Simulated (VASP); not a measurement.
# As (P6_3/mmc) in VASP: further runs, part 2 of 2

VASP 6.6.1. The steps go on from the part before.

## (3) Single point, LDA

Contents of INCAR:

```
PREC = Accurate
ENCUT = 520
EDIFF = 1E-6
ISMEAR = 1
SIGMA = 0.1
LREAL = F
LASPH = T
NELM = 60
ALGO = Normal
ISIF = 2
LWAVE = F
LCHARG = T
GGA = CA
LELF = T
LVHAR = T
NBANDS = 12
```

Contents of KPOINTS:

```
Automatic mesh
0
Gamma
  8 8 4
```

Contents of POSCAR:

```
As
1.0
    2.9139356811      0.0000000000      0.0000000000
   -1.4569678406      2.5235423248      0.0000000000
    0.0000000000      0.0000000000      4.9160840413
As
2
Direct
    0.3333333333      0.6666666667      0.2500000000
    0.6666666667      0.3333333333      0.7500000000
```

Potentials or basis: VASP PAW LDA potentials, release 64 (As).

Run with:

```
$ cat potpaw_LDA.64/As/POTCAR > POTCAR
$ mpirun -np 1 vasp_std > vasp.out
```

OUTCAR:

```text
PREC = Accurate
   ENCUT = 520
   EDIFF = 1E-6
   ISMEAR = 1
   LREAL = F
   LASPH = T
   NELM = 60
   ISIF = 2
   GGA = CA

 ion  position               nearest neighbor table
   1  0.333  0.667  0.250-
   2  0.667  0.333  0.750-

  LATTYP: Found a hexagonal cell.
 ALAT       =     2.9139356811
 C/A-ratio  =     1.6870942187

  Lattice vectors:

 A1 = (   2.9139356811,   0.0000000000,   0.0000000000)
[... 548 lines left out ...]

 [... further k-points ...]

------------------------ aborting loop because EDIFF is reached ----------------------------------------

  FORCE on cell =-STRESS in cart. coord.  units (eV):
  Direction    XX          YY          ZZ          XY          YZ          ZX
  --------------------------------------------------------------------------------------
  -------------------------------------------------------------------------------------
  Total        0.1176457      0.1176457      0.0132833     -0.0000000     -0.0000000      0.0000000
  in kB        5.2140680      5.2140680      0.5887172     -0.0000000     -0.0000000      0.0000000
  external PRESSURE =       3.6722844 kB  Pullay stress =       0.0000000 kB

 VOLUME and BASIS-vectors are now :
 -----------------------------------------------------------------------------
  energy-cutoff  :      520.00
  volume of cell :       36.15
      direct lattice vectors                 reciprocal lattice vectors
     2.913935681  0.000000000  0.000000000     0.343178474  0.198134184  0.000000000
    -1.456967841  2.523542325  0.000000000     0.000000000  0.396268369  0.000000000
     0.000000000  0.000000000  4.916084041     0.000000000  0.000000000  0.203413935

 POSITION                                       TOTAL-FORCE (eV/Angst)
 -----------------------------------------------------------------------------------
     -0.00000      1.68236      1.22902         0.000000      0.000000      0.000000
      1.45697      0.84118      3.68706        -0.000000      0.000000      0.000000
 -----------------------------------------------------------------------------------
    total drift:                               -0.000000      0.000000      0.000000

  FREE ENERGIE OF THE ION-ELECTRON SYSTEM (eV)
  ---------------------------------------------------
  free  energy   TOTEN  =        -9.8562412203 eV

  energy  without entropy=       -9.8557502562  energy(sigma->0) =       -9.85607757
```

OSZICAR:

```text
N       E                     dE             d eps       ncg     rms          rms(c)
DAV:   1     0.250460989106E+02    0.25046E+02   -0.42773E+03   720   0.706E+02
DAV:   2    -0.852804344897E+01   -0.33574E+02   -0.32208E+02  1044   0.109E+02
DAV:   3    -0.986573596021E+01   -0.13377E+01   -0.13232E+01   916   0.219E+01
DAV:   4    -0.987058151910E+01   -0.48456E-02   -0.48454E-02   792   0.147E+00
DAV:   5    -0.987058735574E+01   -0.58366E-05   -0.58362E-05   860   0.591E-02    0.323E+00
DAV:   6    -0.986094005165E+01    0.96473E-02   -0.37568E-03   800   0.300E-01    0.189E+00
DAV:   7    -0.985625580018E+01    0.46843E-02   -0.67634E-03   788   0.404E-01    0.603E-02
DAV:   8    -0.985624071972E+01    0.15080E-04   -0.10337E-04   820   0.680E-02    0.115E-02
DAV:   9    -0.985624122032E+01   -0.50059E-06   -0.13554E-06   692   0.670E-03
   1 F= -.98562412E+01 E0= -.98560776E+01  d E =-.490964E-03
```

It took 20 s on 1 thread of AMD EPYC 7R13, shared host; peak memory 0.11 GiB.

What came out:

* Free energy: -9.8562 eV
* Pressure: 0.4 GPa
* Band gap on the k mesh: zero (band 5 reaches 12.59 eV, above the bottom of band 6 at 4.10 eV)

## (4) Single point, LDA

This run uses another cell than the first one, of 17.89 Å³/atom, 0.990 times its volume.

Contents of INCAR:

```
SYSTEM = As
ALGO     = Normal         ! electronic algorithm
EDIFF    = 1E-7           ! SCF threshold, eV
ENCUT    = 520            ! plane-wave cutoff, eV
ISIF     = 2              ! what is computed and relaxed
ISMEAR   = 1              ! smearing method
LASPH    = .True.         ! aspherical terms in the spheres
LCHARG   = .False.        ! write CHGCAR
LREAL    = .False.        ! projectors in reciprocal space
LWAVE    = .False.        ! write WAVECAR
NBANDS   = 12             ! bands
NELM     = 60             ! most SCF steps
PREC     = Accurate       ! precision mode
SIGMA    = 0.1            ! smearing width, eV
```

Contents of KPOINTS:

```
k-points
0
Gamma
  8 8 4
  0 0 0
```

Contents of POSCAR:

```
As
1.0
    2.9041900040      0.0000000000      0.0000000000
   -1.4520950020      2.5151023209      0.0000000000
    0.0000000000      0.0000000000      4.8996421658
As
2
Direct
    0.3333333333      0.6666666667      0.2500000000
    0.6666666667      0.3333333333      0.7500000000
```

Run with:

```
$ cat potpaw_LDA.64/As/POTCAR > POTCAR
$ mpirun -np 1 vasp_std > vasp.out
```

It took 18 s on 1 thread of AMD EPYC 7R13, shared host; peak memory 0.11 GiB.

Results (log left out):

| Property | Result |
| --- | --- |
| Free energy | -9.8542 eV |
| Pressure | 1.4 GPa |
| Band gap on the k mesh | zero (band 5 reaches 12.79 eV, above the bottom of band 6 at 4.18 eV) |

Stress tensor (GPa, compression positive):
```
1.64 0.00 0.00
0.00 1.64 0.00
0.00 0.00 1.06
```

Levels at points of the mesh, in eV from the Fermi level:
```tsv
k point	band 1	band 2	band 3	band 4	band 5	band 6	band 7	band 8	band 9
(0.00, 0.00, 0.00)	-15.71	-11.30	-7.24	4.68	4.68	5.72	6.30	6.30	10.41
(0.50, 0.00, 0.00)	-11.03	-9.54	-5.42	-3.99	-2.68	-0.24	0.87	4.32	5.75
(0.00, 0.00, 0.50)	-14.26	-14.26	-1.42	-1.42	5.50	5.50	5.50	5.50	11.56
(0.50, 0.00, 0.50)	-9.99	-9.99	-6.56	-6.56	1.96	1.96	2.19	2.19	7.47
```

## (5) Single point, LDA

Contents of INCAR:

```
SYSTEM = As
  ALGO = Normal
  EDIFF = 1E-6
  ENCUT = 520
  GGA = CA
  ISIF = 2
  ISMEAR = 1
  LASPH = .True.
  LCHARG = .True.
  LELF = .True.
  LREAL = .False.
  LVHAR = .True.
  LWAVE = .False.
  NBANDS = 12
  NELM = 100
  PREC = Accurate
  SIGMA = 0.1
```

KPOINTS is that of step 4.

Contents of POSCAR:

```
As
1.0
    2.9139356811      0.0000000000      0.0000000000
   -1.4569678406      2.5235423248      0.0000000000
    0.0000000000      0.0000000000      4.9160840413
As
2
Direct
    0.3333333333      0.6666666667      0.2500000000
    0.6666666667      0.3333333333      0.7500000000
```

Run with:

```
$ cat potpaw_LDA.64/As/POTCAR > POTCAR
$ mpirun -np 1 vasp_std > vasp.out
```

Run time: 21 s. Hardware: 1 thread of AMD EPYC 7R13, shared host; peak memory 0.11 GiB.

The run converged. Its results:

```yaml
Free_energy: -9.8562 eV
Pressure: 0.4 GPa
Band_gap_on_the_k_mesh: zero (band 5 reaches 12.59 eV, above the bottom of band 6 at 4.10 eV)
```

Stress tensor (GPa, compression positive):
```
0.52 0.00 0.00
0.00 0.52 0.00
0.00 0.00 0.06
```

Levels at points of the mesh, in eV from the Fermi level:
```
           k point  band 2  band 3  band 4  band 5  band 6  band 7
(0.00, 0.00, 0.00)  -11.26   -7.16    4.62    4.62    5.65    6.23
(0.50, 0.00, 0.00)   -9.51   -5.38   -3.95   -2.64   -0.21    0.87
(0.00, 0.00, 0.50)  -14.17   -1.41   -1.41    5.43    5.43    5.43
(0.50, 0.00, 0.50)   -9.97   -6.48   -6.48    1.93    1.93    2.17
```

## (6) Single point, LDA

This run uses another cell than the first one, of 18.26 Å³/atom, 1.010 times its volume.

Contents of INCAR:

```
PREC = Accurate
ENCUT = 520
EDIFF = 1E-6
ISMEAR = 1
SIGMA = 0.1
LREAL = F
LASPH = T
NELM = 60
ALGO = Normal
ISIF = 2
LWAVE = F
LCHARG = T
LELF = T
LVHAR = T
NBANDS = 12
```

Contents of KPOINTS:

```
Automatic mesh
0
Gamma
  8 8 4
```

Contents of POSCAR:

```
As
1.0
    2.9236166017      0.0000000000      0.0000000000
   -1.4618083008      2.5319262480      0.0000000000
    0.0000000000      0.0000000000      4.9324166664
As
2
Direct
    0.3333333333      0.6666666667      0.2500000000
    0.6666666667      0.3333333333      0.7500000000
```

Potentials or basis: VASP PAW LDA potentials, release 64 (As).

Run with:

```
$ cat potpaw_LDA.64/As/POTCAR > POTCAR
$ mpirun -np 1 vasp_std > vasp.out
```

It took 21 s on 1 thread of AMD EPYC 7R13, shared host; peak memory 0.11 GiB.

The run converged. Its results:

```
Free energy            : -9.8560 eV
Pressure               : -0.6 GPa
Band gap on the k mesh : zero (band 5 reaches 12.40 eV, above the bottom of band 6 at 4.01 eV)
```

Stress tensor (GPa, compression positive):
```
-0.53  0.00  0.00
 0.00 -0.53  0.00
 0.00  0.00 -0.87
```

Levels at points of the mesh, in eV from the Fermi level:
```
           k point  band 1  band 2  band 3  band 4  band 5  band 6  band 7  band 8  band 9
(0.00, 0.00, 0.00)  -15.50  -11.22   -7.07    4.57    4.57    5.58    6.16    6.16   10.28
(0.50, 0.00, 0.00)  -10.95   -9.48   -5.35   -3.91   -2.60   -0.18    0.87    4.22    5.77
(0.00, 0.00, 0.50)  -14.09  -14.09   -1.40   -1.40    5.37    5.37    5.37    5.37   11.43
(0.50, 0.00, 0.50)   -9.95   -9.95   -6.40   -6.40    1.91    1.91    2.16    2.16    7.43
```

## (7) Summary

```tsv
cell	gap on the mesh (eV)	pressure (GPa)
a = 2.914, b = 2.914, c = 4.916 Å, angles 90.0, 90.0, 120.0°, 2 atoms	none	0.4
a = 2.904, b = 2.904, c = 4.900 Å, angles 90.0, 90.0, 120.0°, 2 atoms	none	1.4
a = 2.924, b = 2.924, c = 4.932 Å, angles 90.0, 90.0, 120.0°, 2 atoms	none	-0.6
```

Alike in all rows: task single point; level LDA; potentials or basis VASP PAW LDA potentials, release 64 (As); no spin polarisation; k mesh 8 × 8 × 4; cutoff (eV) 520; smearing methfessel-paxton 0.1 eV.

Total energies depend on the potentials used, so only differences within one code and one set of settings carry meaning.
